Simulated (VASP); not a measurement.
Input of a VASP 6.6.1 run:

The input INCAR:

```
SYSTEM = BeTe
PREC     = Accurate       ! precision mode
ENCUT    = 600            ! plane-wave cutoff, eV
EDIFF    = 1E-6           ! SCF threshold, eV
ISMEAR   = 0              ! smearing method
SIGMA    = 0.02           ! smearing width, eV
LREAL    = .False.        ! projectors in reciprocal space
LASPH    = .True.         ! aspherical terms in the spheres
NELM     = 120            ! most SCF steps
ALGO     = Normal         ! electronic algorithm
ISIF     = 2              ! what is computed and relaxed
LWAVE    = .False.        ! write WAVECAR
LCHARG   = .False.        ! write CHGCAR
GGA      = PE             ! functional
NBANDS   = 11             ! bands
GGA_COMPAT= .False.
```

File KPOINTS:

```
Automatic mesh
0
Gamma
  8 8 8
  0 0 0
```

Contents of POSCAR:

```
BeTe
1.0
    0.0000000000      2.8100000000      2.8100000000
    2.8100000000      0.0000000000      2.8100000000
    2.8100000000      2.8100000000      0.0000000000
Be Te
1 1
Direct
    0.0000000000      0.0000000000      0.0000000000
    0.2500000000      0.2500000000      0.2500000000
```

Potentials or basis: VASP PAW PBE potentials, release 64 (Be, Te).

Launch:

```sh
$ cat potpaw_PBE.64/Be/POTCAR potpaw_PBE.64/Te/POTCAR > POTCAR
$ mpirun -np 1 vasp_std > vasp.out
```

(1) What does it give for the pressure?

(2) Predict the band gap on the k mesh.

Answers

(1) 1.5 GPa.

(2) 1.96 eV (least direct gap 3.60 eV).

Caveat: spin-orbit coupling is left out, which moves the levels of the heavy elements.
